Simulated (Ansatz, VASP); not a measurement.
# Yb3BP3 in VASP and in Ansatz

Contents of INCAR:

```
ALGO = Normal
EDIFF = 1E-6
ENCUT = 520
GGA = PE
ISIF = 2
ISMEAR = 0
LASPH = T
LCHARG = F
LREAL = F
LWAVE = F
NBANDS = 54
NELM = 80
PREC = Accurate
SIGMA = 0.1
```

Contents of KPOINTS:

```
k-points
0
Gamma
  8 8 8
```

Contents of POSCAR:

```
Yb3BP3
1.0
    5.6205180091      0.0000000000      0.0000000000
    0.0000000000      5.6205180091      0.0000000000
    0.0000000000      0.0000000000      5.6205180091
Yb B P
3 1 3
Direct
    0.5000000000      0.5000000000      0.0000000000
    0.0000000000      0.5000000000      0.5000000000
    0.5000000000      0.0000000000      0.5000000000
    0.5000000000      0.5000000000      0.5000000000
    0.5000000000      0.0000000000      0.0000000000
    0.0000000000      0.5000000000      0.0000000000
    0.0000000000      0.0000000000      0.5000000000
```

Input for Ansatz:

```yaml
crystal:
  lattice:
    - [5.6205180091, 0.0, 0.0]
    - [0.0, 5.6205180091, 0.0]
    - [0.0, 0.0, 5.6205180091]
  atoms:
    - { symbol: Yb, position: [0.5, 0.5, 0.0] }
    - { symbol: Yb, position: [0.0, 0.5, 0.5] }
    - { symbol: Yb, position: [0.5, 0.0, 0.5] }
    - { symbol: B, position: [0.5, 0.5, 0.5] }
    - { symbol: P, position: [0.5, 0.0, 0.0] }
    - { symbol: P, position: [0.0, 0.5, 0.0] }
    - { symbol: P, position: [0.0, 0.0, 0.5] }
basis:
  ecutwfc: 420
kpoints:
  mp_grid: { grid: [8, 8, 8] }
hamiltonian:
  xc: pbe
scf:
  occupations: { method: gaussian, width: 0.1 }
output:
  forces: true
  stress: true
  eigenvalues: true
```

Alike in both runs: task single point; functional PBE; k mesh 8 × 8 × 8; occupations gaussian, width 0.1 eV; no spin polarisation.

|  | VASP | Ansatz |
| --- | --- | --- |
| version | VASP 6.6.1 | Ansatz 0.2.0 |
| potentials or method | VASP PAW PBE potentials, release 64 (Yb, B, P), cutoff 520 eV | scalar-relativistic, plane waves, PAW |
| valence electrons in the cell | 90 | 90 |

```tsv
	VASP	Ansatz	Ansatz less VASP
gap on the k mesh at the Fermi level (eV)	none	none	-
pressure (GPa)	-4.2	-4.4	-0.12
```

A gap of «none» marks a metal or a gap that the smearing closes.

Spin-orbit coupling is off throughout.
